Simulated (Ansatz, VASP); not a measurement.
Hf3ZrS8: VASP beside Ansatz

```
Zr Hf S
1.0
     7.31889    0.00000    0.00000
    -3.65944    6.33834    0.00000
     0.00000    0.00000    6.81875
Zr Hf S
1 3 8
Direct
  0.00000 0.00000 0.00000
  0.00000 0.50000 0.00000
  0.50000 0.00000 0.00000
  0.50000 0.50000 0.00000
  0.33556 0.16778 0.78771
  0.33333 0.66667 0.78814
  0.83222 0.16778 0.78771
  0.83222 0.66444 0.78771
  0.16778 0.33556 0.21229
  0.16778 0.83222 0.21229
  0.66667 0.33333 0.21186
  0.66444 0.83222 0.21229
```

Alike in both runs: functional PBE; k mesh 6 × 6 × 4; occupations gaussian, width 0.02 eV; no spin polarisation.

Ansatz relaxed the structure, and its values are those at the end. VASP's run is a single point on that final structure, the one shown.

```csv
,VASP,Ansatz
version,VASP 6.6.1,Ansatz 0.2.0
potentials or method,"VASP PAW PBE potentials, release 64 (Zr_sv, Hf_pv, S), cutoff 520 eV","scalar-relativistic, plane waves, PAW"
valence electrons in the cell,90,138
```

```tsv
	VASP	Ansatz	Ansatz less VASP
gap on the k mesh at the Fermi level (eV)	1.19	1.18	-0.010
least direct gap on the mesh (eV)	1.21	1.20	-0.010
pressure (GPa)	-0.3	0.0	+0.38
rms of the force components (eV/Å)	0.025	0.003	-0.0226
```

VASP's potentials hold 90 valence electrons a cell and Ansatz's 138, so a difference there can come from the potentials and not from the codes.

Spin-orbit coupling is off throughout.
